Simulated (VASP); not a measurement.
A run of VASP 6.6.1 is set up as follows.

INCAR

```
SYSTEM = Nb
  ALGO = Normal
  EDIFF = 1E-6
  ENCUT = 520
  GGA = PS
  ISIF = 2
  ISMEAR = -1
  LASPH = .True.
  LCHARG = .True.
  LELF = .True.
  LREAL = .False.
  LVHAR = .True.
  LWAVE = .False.
  NBANDS = 26
  NELM = 60
  PREC = Accurate
  SIGMA = 0.1
```

The input KPOINTS:

```
k-points
0
Gamma
  9 9 13
  0 0 0
```

The input POSCAR:

```
Nb
1.0
    4.7605638380      0.0000000000      0.0000000000
   -2.3802819190      4.1227692200      0.0000000000
    0.0000000000      0.0000000000      2.6199982968
Nb
3
Direct
    0.0000000000      1.0000000000      1.0000000000
    0.3333333333      0.6666666667      0.5000000000
    0.6666666667      0.3333333333      0.5000000000
```

Potentials or basis: VASP PAW PBE potentials, release 64 (Nb_sv).

Run with:

```console
$ cat potpaw_PBE.64/Nb_sv/POTCAR > POTCAR
$ mpirun -np 1 vasp_std > vasp.out
```

Q: Estimate the pressure.

A: 7.6 GPa.

Caveat: the PAW data sets were made with another functional, which shifts forces and pressure a little.
